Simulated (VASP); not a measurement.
Crystal: BN.

```
B N
1.0
     2.52241    0.00000    0.00000
    -1.26121    2.18447    0.00000
     0.00000    0.00000    4.17499
B N
2 2
Cartesian
  1.2612 0.7282 4.1737
  0.0000 1.4563 2.0862
  1.2612 0.7282 2.6107
  0.0000 1.4563 0.5232
```

Base run:

* Program: VASP 6.6.1
* Functional: LDA
* Potentials or basis: VASP PAW LDA potentials, release 64 (B, N)
* Cutoff: 520 eV
* k mesh: 9 × 9 × 6
* Occupations: gaussian, width 0.1 eV
* Spin: no spin polarisation

Its results: band gap on the k mesh 4.90 eV, indirect (least direct gap 8.28 eV); pressure 1.2 GPa.

Question: The run is repeated on the same cell with these changes: potentials or basis from VASP PAW LDA potentials, release 64 (B, N) to VASP PAW LDA potentials, release 64 (B_h, N_h); cutoff from 520 eV to 910 eV. What comes out?

Answer: Band gap on the k mesh 4.90 eV, indirect (least direct gap 8.28 eV); pressure 0.7 GPa.

Caveats: the cutoff is under 1.25 times the usual one of these potentials, so pressure, stress and relaxed cells hold a basis-set (Pulay) error (some runs).

A k mesh can miss the band edges.
